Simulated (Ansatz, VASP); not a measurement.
ZrNb2B4 in VASP and in Ansatz

File INCAR:

```
PREC = Accurate ; ENCUT = 500
EDIFF = 1E-6 ; ISMEAR = 0
SIGMA = 0.2 ; LREAL = F
LASPH = T ; NELM = 120
ALGO = Normal ; ISIF = 2
LWAVE = F ; LCHARG = T
GGA = PE ; LELF = T
LVHAR = T ; NBANDS = 34
GGA_COMPAT = F
```

Contents of KPOINTS:

```
regular mesh
0
Gamma
  8 8 8
```

The input POSCAR:

```
ZrNb2B4
1.0
    3.1776170882      0.0000000000      0.0000000000
    0.0000000000     -3.3868464633      0.0000000000
   -1.5888085441      1.6934232317     -7.1232473191
Zr Nb B
1 2 4
Direct
    0.5000000000      0.0000000000      0.0000000000
    0.1861468271      0.1861468271      0.3722936541
    0.8138531729      0.8138531729      0.6277063459
    0.9343120338      0.4343120338      0.8686240675
    0.0656879662      0.5656879662      0.1313759325
    0.3661323904      0.3661323904      0.7322647807
    0.6338676096      0.6338676096      0.2677352193
```

Input for Ansatz:

```yaml
crystal:
  lattice:
    - [3.1776170882, 0.0, 0.0]
    - [0.0, -3.3868464633, 0.0]
    - [-1.5888085441, 1.6934232317, -7.1232473191]
  atoms:
    - { symbol: Zr, position: [0.5, 0.0, 0.0] }
    - { symbol: Nb, position: [0.1861468271, 0.1861468271, 0.3722936541] }
    - { symbol: Nb, position: [0.8138531729, 0.8138531729, 0.6277063459] }
    - { symbol: B, position: [0.9343120338, 0.4343120338, 0.8686240675] }
    - { symbol: B, position: [0.0656879662, 0.5656879662, 0.1313759325] }
    - { symbol: B, position: [0.3661323904, 0.3661323904, 0.7322647807] }
    - { symbol: B, position: [0.6338676096, 0.6338676096, 0.2677352193] }
basis:
  ecutwfc: 420
kpoints:
  mp_grid: { grid: [8, 8, 8] }
hamiltonian:
  xc: pbe
scf:
  occupations: { method: gaussian, width: 0.2 }
  lower_state_search: "off"
output:
  forces: true
  stress: true
  eigenvalues: true
```

Alike in both runs: task single point; functional PBE; k mesh 8 × 8 × 8; occupations gaussian, width 0.2 eV; no spin polarisation.

|  | VASP | Ansatz |
| --- | --- | --- |
| version | VASP 6.6.1 | Ansatz 0.2.0 |
| potentials or method | VASP PAW PBE potentials, release 64 (Zr_sv, Nb_sv, B), cutoff 500 eV | scalar-relativistic, plane waves, PAW |
| valence electrons in the cell | 50 | 50 |

```csv
,VASP,Ansatz,Ansatz less VASP
gap on the k mesh at the Fermi level (eV),none,none,-
pressure (GPa),-0.1,0.0,+0.16
"traceless stress, the component that is largest in VASP (GPa)",-0.11,-0.13,-0.015
rms of the force components (eV/Å),0.011,0.008,-0.0027
```

Atom by atom the forces differ by 0.006 eV/Å (rms over components). A gap of «none» marks a metal or a gap that the smearing closes.
